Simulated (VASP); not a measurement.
# BN (P-6m2) in VASP: notebook, part 2 of 2

VASP 6.6.1. Earlier steps stand in the parts before.

## (3) Single point, PBEsol (strain +0.030 along x and y, +0.015 along z)

The input, INCAR:

```
PREC = Accurate
ENCUT = 520
EDIFF = 1E-7
ISMEAR = 0
SIGMA = 0.05
LREAL = False
LASPH = True
NELM = 100
ALGO = Normal
ISIF = 2
LWAVE = False
LCHARG = False
GGA = PS
NBANDS = 16
```

The input, KPOINTS:

```
Automatic mesh
0
Gamma
  12 12 4
```

The input, POSCAR:

```
BN
1.0
    2.5852983215      0.0000000000      0.0000000000
   -1.2926491607      2.2389340228      0.0000000000
    0.0000000000      0.0000000000      6.7903500000
B N
2 2
Direct
    0.0000000000      0.0000000000      0.5000000000
    0.3333333333      0.6666666667      0.0000000000
    0.0000000000      0.0000000000      0.0000000000
    0.6666666667      0.3333333333      0.5000000000
```

Potentials or basis: VASP PAW PBE potentials, release 64 (B, N).

Run with:

```sh
> cat potpaw_PBE.64/B/POTCAR potpaw_PBE.64/N/POTCAR > POTCAR
> mpirun -np 1 vasp_std > vasp.out
```

OUTCAR:

```text
PREC = Accurate
   ENCUT = 520
   EDIFF = 1E-7
   ISMEAR = 0
   LREAL = False
   LASPH = True
   NELM = 100
   ISIF = 2
   GGA = PS

 ion  position               nearest neighbor table
   1  0.000  0.000  0.500-   4 1.49   4 1.49   4 1.49
   2  0.333  0.667  0.000-   3 1.49   3 1.49   3 1.49
   3  0.000  0.000  0.000-   2 1.49   2 1.49   2 1.49
   4  0.667  0.333  0.500-   1 1.49   1 1.49   1 1.49

  LATTYP: Found a hexagonal cell.
 ALAT       =     2.5852983215
 C/A-ratio  =     2.6265247393

  Lattice vectors:

 A1 = (   2.5852983215,   0.0000000000,   0.0000000000)
 A2 = (  -1.2926491607,   2.2389340228,   0.0000000000)
 A3 = (   0.0000000000,   0.0000000000,   6.7903500000)

Analysis of symmetry for initial positions (statically):
=====================================================================
 Subroutine PRICEL returns:
 Original cell was already a primitive cell.

 Routine SETGRP: Setting up the symmetry group for a
 hexagonal supercell.

 Subroutine GETGRP returns: Found 12 space group operations
 (whereof 12 operations were pure point group operations)
 out of a pool of 24 trial point group operations.

The static configuration has the point symmetry D_3h.

Analysis of symmetry for dynamics (positions and initial velocities):
=====================================================================
 Subroutine PRICEL returns:
 Original cell was already a primitive cell.

 Routine SETGRP: Setting up the symmetry group for a
 hexagonal supercell.

 Subroutine GETGRP returns: Found 12 space group operations
 (whereof 12 operations were pure point group operations)
 out of a pool of 24 trial point group operations.

The dynamic configuration has the point symmetry D_3h.

 Subroutine INISYM returns: Found 12 space group operations
 (whereof 12 operations are pure point group operations),
 and found     1 'primitive' translations

----------------------------------------------------------------------------------------

                                     Primitive cell

  volume of cell :      39.3047

  direct lattice vectors                    reciprocal lattice vectors
     2.585298321  0.000000000  0.000000000     0.386802556  0.223320560  0.000000000
    -1.292649161  2.238934023  0.000000000     0.000000000  0.446641120  0.000000000
     0.000000000  0.000000000  6.790350000     0.000000000  0.000000000  0.147267814

  length of vectors
     2.585298321  2.585298321  6.790350000     0.446641120  0.446641120  0.147267814

  position of ions in fractional coordinates (direct lattice)
     0.000000000  0.000000000  0.500000000
     0.333333333  0.666666667  0.000000000
     0.000000000  0.000000000  0.000000000
     0.666666667  0.333333333  0.500000000

  ion indices of the primitive-cell ions
   primitive index   ion index
                 1           1
                 2           2
                 3           3
                 4           4

----------------------------------------------------------------------------------------

 KPOINTS: Automatic mesh

Automatic generation of k-mesh.
 Grid dimensions read from file:
 generate k-points for:   12   12    4

 Generating k-lattice:

  Cartesian coordinates                     Fractional coordinates (reciprocal lattice)
     0.032233546  0.018610047  0.000000000     0.083333333 -0.000000000  0.000000000
     0.000000000  0.037220093  0.000000000     0.000000000  0.083333333  0.000000000
     0.000000000  0.000000000  0.036816953     0.000000000  0.000000000  0.250000000

  Length of vectors
     0.037220093  0.037220093  0.036816953

  Shift w.r.t. Gamma in fractional coordinates (k-lattice)
     0.000000000  0.000000000  0.000000000

 Subroutine IBZKPT returns following result:
 ===========================================

 Found     57 irreducible k-points:

 Following reciprocal coordinates:
            Coordinates               Weight
  0.000000  0.000000  0.000000      1.000000
  0.083333  0.000000  0.000000      6.000000
  0.166667  0.000000  0.000000      6.000000
  0.250000 -0.000000  0.000000      6.000000
  0.333333  0.000000  0.000000      6.000000
  0.416667 -0.000000  0.000000      6.000000
[... 16 lines left out ...]
  0.250000 -0.000000  0.250000     12.000000
  0.333333  0.000000  0.250000     12.000000
 [... further k-points ...]
   k-points           NKPTS =     57   k-points in BZ     NKDIM =     57   number of bands    NBANDS=     16
   number of dos      NEDOS =    301   number of ions     NIONS =      4
   total plane-waves  NPLWV =  21600
   dimension x,y,z NGX =    20 NGY =   20 NGZ =   54
   dimension x,y,z NGXF=    40 NGYF=   40 NGZF=  108
   ions per type =               2   2
   NGX,Y,Z   is equivalent  to a cutoff of  12.86, 12.86, 13.22 a.u.
   NGXF,Y,Z  is equivalent  to a cutoff of  25.72, 25.72, 26.44 a.u.
 SYSTEM =  unknown system
   PREC   = accura    normal or accurate (medium, high low for compatibility)
   ISTART =      0    job   : 0-new  1-cont  2-samecut
   ICHARG =      2    charge: 1-file 2-atom 10-const
   ISPIN  =      1    spin polarized calculation?
   LNONCOLLINEAR =      F non collinear calculations
   LSORBIT =      F    spin-orbit coupling
   LASPH  =      T    aspherical Exc in radial PAW
   ENCUT  =  520.0 eV  38.22 Ry    6.18 a.u.   4.81  4.81 12.63*2*pi/ulx,y,z
   NELM   =    100;   NELMIN=  2; NELMDL= -5     # of ELM steps
   EDIFF  = 0.1E-06   stopping-criterion for ELM
   LREAL  =      F    real-space projection
   EDIFFG = 0.1E-05   stopping-criterion for IOM
   NSW    =      0    number of steps for IOM
   IBRION =     -1    ionic relax: 0-MD 1-quasi-New 2-CG
   NFREE  =      0    steps in history (QN), initial steepest desc. (CG)
   ISIF   =      2    stress and relaxation
   ISYM   =      2    0-nonsym 1-usesym 2-fastsym
   POTIM  = 0.5000    time-step for ionic-motion
   TEBEG  =    0.0;   TEEND  =   0.0 temperature during run
   PSTRESS=    0.0 pullay stress
   NELECT =      16.0000    total number of electrons
   NUPDOWN=      -1.0000    fix difference up-down
   EMIN   =  10.00;   EMAX   =-10.00  energy-range for DOS
   EFERMI =   0.00;   METHOD = LEGACY
   ISMEAR =     0;   SIGMA  =   0.05  broadening in eV -4-tet -1-fermi 0-gaus
   EFERMI_NEDOS =   21; number of points for ismear=-14 and -15
   IALGO  =     38    algorithm
   IMIX   =      4    mixing-type and parameters
     AMIX     =   0.40;   BMIX     =  1.00
     AMIX_MAG =   1.60;   BMIX_MAG =  1.00
  volume/ion in A,a.u.               =       9.83        66.31
  Fermi-wavevector in a.u.,A,eV,Ry     =   1.213296  2.292797 20.028964  1.472087
  Thomas-Fermi vector in A             =   2.348753
   LORBIT       =      0    0 simple, 1 ext, 2 COOP (PROOUT), +10 PAW based schemes
   GGA     = PS    functional components
   LHFCALC =     F    Hartree Fock is set to
   AEXX    =    0.0000 exact exchange contribution
   IVDW    =     0    specifies the selected vdW correction
   LEPSILON=     F    determine dielectric tensor
   LRPA    =     F    only Hartree local field effects (RPA)
 non-spin polarized calculation
 Gauss-broadening in eV      SIGMA  =   0.05
  energy-cutoff  :      520.00
  volume of cell :       39.30
 maximum number of plane-waves:      1080
 NGX is ok and might be reduce to    20
   NGX =  9   NGY =  9   NGZ = 25

 number of electron      16.0000001 magnetization

 Free energy of the ion-electron system (eV)
  ---------------------------------------------------
  ext. energy  EPLUGINS =         0.00000000
  ---------------------------------------------------
  free energy    TOTEN  =       -36.34384481 eV

  energy without entropy =      -36.34384481  energy(sigma->0) =      -36.34384481

 E-fermi :   1.9487     XC(G=0):  -9.9681

 val. band max:        1.6756609202   @ k =   0.3333   0.3333   0.5000
 cond. band min:       5.7856575021   @ k =   0.5000  -0.0000   0.0000
 fundamental gap:      4.1099965819
 Fermi energy:         1.9487383525

 k-point     1 :       0.0000    0.0000    0.0000
  band No.  band energies     occupation
      1     -15.5750      2.00000
      2     -15.2947      2.00000
      3      -4.1169      2.00000
      4      -2.1150      2.00000
      5       0.1725      2.00000
      6       0.1725      2.00000
[... 8 lines left out ...]
     15      12.4699      0.00000
     16      13.6104      0.00000
[... 419 lines left out ...]
 k-point    24 :       0.3333    0.0000    0.2500
  band No.  band energies     occupation
      1     -13.7165      2.00000
      2     -13.5503      2.00000
      3      -5.0988      2.00000
      4      -4.9755      2.00000
      5      -1.8870      2.00000
      6      -1.7766      2.00000
[... 8 lines left out ...]
     15      17.1085      0.00000
     16      18.5538      0.00000

 [... further k-points ...]
[... 5 lines left out ...]
  --------------------------------------------------------------------------------------
  -------------------------------------------------------------------------------------
  Total       -7.1027103     -7.1027103      0.0420913     -0.0000000      0.0000000     -0.0000000
  in kB     -289.5279972   -289.5279973      1.7157670     -0.0000000      0.0000000     -0.0000000
  external PRESSURE =    -192.4467425 kB  Pullay stress =       0.0000000 kB

 VOLUME and BASIS-vectors are now :
 -----------------------------------------------------------------------------
  energy-cutoff  :      520.00
  volume of cell :       39.30
      direct lattice vectors                 reciprocal lattice vectors
     2.585298321  0.000000000  0.000000000     0.386802556  0.223320560  0.000000000
    -1.292649161  2.238934023  0.000000000     0.000000000  0.446641120  0.000000000
     0.000000000  0.000000000  6.790350000     0.000000000  0.000000000  0.147267814

 POSITION                                       TOTAL-FORCE (eV/Angst)
 -----------------------------------------------------------------------------------
      0.00000      0.00000      3.39518        -0.000000     -0.000000      0.000000
     -0.00000      1.49262      0.00000         0.000000     -0.000000      0.000000
      0.00000      0.00000      0.00000         0.000000     -0.000000      0.000000
      1.29265      0.74631      3.39518         0.000000      0.000000      0.000000
 -----------------------------------------------------------------------------------
    total drift:                               -0.000001      0.000000      0.000000

  FREE ENERGIE OF THE ION-ELECTRON SYSTEM (eV)
  ---------------------------------------------------
  free  energy   TOTEN  =       -36.3438448072 eV

  energy  without entropy=      -36.3438448072  energy(sigma->0) =      -36.34384481
```

It took 28 s on 1 thread of Intel Xeon Platinum 8259CL at 2.50GHz (Skylake/Cascade Lake), shared host; peak memory 0.16 GiB.

What came out:

| Property | Result |
| --- | --- |
| Free energy | -36.3438 eV |
| Pressure | -19.2 GPa |
| Band gap on the k mesh | 4.11 eV, indirect (least direct gap 4.19 eV) |

Stress tensor (GPa, compression positive):
```
-28.95   0.00   0.00
  0.00 -28.95   0.00
  0.00   0.00   0.17
```

Caveat: the cell differs from its parent crystal (strain +0.030 along x and y, +0.015 along z); the PAW data sets were made with another functional, which shifts forces and pressure a little; this functional lacks dispersion, which binds the layers, so the pressure and a relaxed spacing across them are unreliable. A k mesh can miss the band edges.

## (4) Single point, PBEsol (strain +0.030 along x and y, +0.030 along z)

The input, INCAR:

```
  PREC = Accurate
  ENCUT = 520
  EDIFF = 1E-7
  ISMEAR = 0
  SIGMA = 0.05
  LREAL = False
  LASPH = True
  NELM = 100
  ALGO = Normal
  ISIF = 2
  LWAVE = False
  LCHARG = True
  GGA = PS
  LELF = True
  LVHAR = True
  NBANDS = 16
```

The input, KPOINTS:

```
regular mesh
0
Gamma
  12 12 4
```

POSCAR, as its differences from that of step 3:

```diff
@@ -4,3 +4,3 @@
    -1.2926491607      2.2389340228      0.0000000000
-    0.0000000000      0.0000000000      6.7903500000
+    0.0000000000      0.0000000000      6.8907000000
 B N
```

Run with:

```sh
> cat potpaw_PBE.64/B/POTCAR potpaw_PBE.64/N/POTCAR > POTCAR
> mpirun -np 1 vasp_std > vasp.out
```

Wall time 30 s (1 thread of Intel Xeon Platinum 8259CL at 2.50GHz (Skylake/Cascade Lake), shared host); peak memory 0.16 GiB.

It converged, with:

```
Free energy            : -36.3446 eV
Pressure               : -19.0 GPa
Band gap on the k mesh : 4.13 eV, indirect (least direct gap 4.21 eV)
```

Stress tensor (GPa, compression positive):
```
-28.55   0.00   0.00
  0.00 -28.55   0.00
  0.00   0.00  -0.02
```

Levels at points of the mesh, in eV from the valence-band top:
```tsv
k point	band 4	band 5	band 6	band 7	band 8	band 9	band 10	band 11	band 12	band 13
(0.00, 0.00, 0.00)	-3.86	-1.49	-1.49	-1.40	-1.40	4.76	9.35	10.48	10.69	10.69
(0.50, 0.00, 0.00)	-8.49	-4.07	-3.96	-1.19	-0.65	4.13	5.11	8.63	8.71	11.99
(0.00, 0.00, 0.50)	-4.86	-1.49	-1.49	-1.40	-1.40	6.83	6.86	10.70	10.70	10.78
(0.50, 0.00, 0.50)	-8.53	-4.06	-3.97	-0.93	-0.84	4.37	4.43	8.79	8.86	12.66
```

Caveat: the cell differs from its parent crystal (strain +0.030 along x and y, +0.030 along z); the PAW data sets were made with another functional, which shifts forces and pressure a little; this functional lacks dispersion, which binds the layers, so the pressure and a relaxed spacing across them are unreliable.

## (5) Overview

| cell | gap on the mesh (eV) | pressure (GPa) |
| --- | --- | --- |
| a = 2.585, b = 2.585, c = 6.690 Å, angles 90.0, 90.0, 120.0°, 4 atoms | 4.09 | -19.4 |
| a = 2.585, b = 2.585, c = 6.790 Å, angles 90.0, 90.0, 120.0°, 4 atoms | 4.11 | -19.2 |
| a = 2.585, b = 2.585, c = 6.891 Å, angles 90.0, 90.0, 120.0°, 4 atoms | 4.13 | -19.0 |

Alike in all rows: task single point; level PBEsol; potentials or basis VASP PAW PBE potentials, release 64 (B, N); no spin polarisation; k mesh 12 × 12 × 4; cutoff (eV) 520; smearing gaussian 0.05 eV.

Caveats: the PAW data sets were made with another functional, which shifts forces and pressure a little; this functional lacks dispersion, which binds the layers, so the pressure and a relaxed spacing across them are unreliable.

Absolute energies hang on the potentials; compare differences alone.
